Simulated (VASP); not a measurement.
The system is NaPbF3.

```xyz
5
Lattice="3.9056 0.0000 0.0000 0.0000 3.9056 0.0000 0.0000 0.0000 3.9056" Properties=species:S:1:pos:R:3 pbc="T T T"
Na    0.0000    0.0000    0.0000
Pb    1.9528    1.9528    1.9528
F     1.9528    1.9528    0.0000
F     1.9528    0.0000    1.9528
F     0.0000    1.9528    1.9528
```

```yaml
Program: VASP 6.6.1
Task: relaxation of cell and atoms
Functional: PBEsol
Potentials_or_basis: VASP PAW PBE potentials, release 64 (Na_pv, Pb_d, F)
Cutoff: 600 eV
k_mesh: 6 × 6 × 6
Occupations: fermi-dirac, width 0.03 eV
Spin: no spin polarisation
```

At the start: pressure 92.3 GPa; volume 11.92 Å³/atom.

**Question.** Where does the relaxation end?

**Answer.** Over 6 steps the energy falls by 1597.1 meV/atom and the volume is 20.13 Å³/atom (+68.9 %); space group Pm-3m (No. 221, to 0.05 Å).

Step by step:
| step | energy change (eV) | largest force (eV/Å) | pressure (GPa) | volume (Å³) |
| --- | --- | --- | --- | --- |
| 1 | 0.0000 | 0.0000 | 92.26 | 59.58 |
| 2 | -5.1258 | 0.0000 | -20.58 | 140.48 |
| 3 | -7.9850 | 0.0000 | 0.37 | 100.23 |
| 4 | -7.9848 | 0.0000 | -0.42 | 101.19 |
| 5 | -7.9854 | 0.0000 | 0.14 | 100.48 |
| 6 | -7.9855 | 0.0000 | 0.01 | 100.65 |

Final structure:
```yaml
crystal:
  lattice:
    - [4.65163, 0.00000, 0.00000]
    - [0.00000, 4.65163, 0.00000]
    - [0.00000, 0.00000, 4.65163]
  atoms:
    - { symbol: Na, position: [0.00000, 0.00000, 0.00000] }
    - { symbol: Pb, position: [0.50000, 0.50000, 0.50000] }
    - { symbol: F, position: [0.50000, 0.50000, 0.00000] }
    - { symbol: F, position: [0.50000, 0.00000, 0.50000] }
    - { symbol: F, position: [0.00000, 0.50000, 0.50000] }
```

Caveat: the volume moved by over 15 % at a fixed basis, so the end points are rough; the PAW data sets were made with another functional, which shifts forces and pressure a little.
